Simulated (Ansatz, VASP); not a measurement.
**Two plane-wave programs on SiSeF2**

```
Si Se F
1.0
     3.76466    0.00000    0.00000
    -1.88233    3.26029    0.00000
     0.00000    0.00000    6.35500
Si Se F
1 1 2
Direct
  0.00000 0.00000 0.00000
  0.00000 0.00000 0.50000
  0.00000 0.00000 0.79683
  0.00000 0.00000 0.20317
```

Alike in both runs: task relaxation of cell and atoms; functional PBE; k mesh 6 × 6 × 4; occupations gaussian, width 0.1 eV; no spin polarisation.

|  | VASP | Ansatz |
| --- | --- | --- |
| version | VASP 6.6.1 | Ansatz 0.2.0 |
| potentials or method | VASP PAW PBE potentials, release 64 (Si, Se, F), cutoff 600 eV | scalar-relativistic, plane waves, PAW |
| valence electrons in the cell | 24 | 34 |

|  | VASP | Ansatz | Ansatz less VASP |
| --- | --- | --- | --- |
| gap on the k mesh at the Fermi level, each at its own relaxed structure (eV) | none | none | - |
| relaxed volume (Å³/atom) | 14.75 | 17.21 | +2.463 |
| relaxed length of the cell vector where the two differ most in proportion (Å) | 8.878 | 10.247 | +1.3691 |

A gap of «none» marks a metal or a gap that the smearing closes. One of these differences is far larger than is usual between the two programs; its cause wasn't traced. VASP's potentials hold 24 valence electrons a cell and Ansatz's 34, so a difference there can come from the potentials and not from the codes.

Noted on VASP's run: the volume moved by over 15 % at a fixed basis, so the end points are rough.
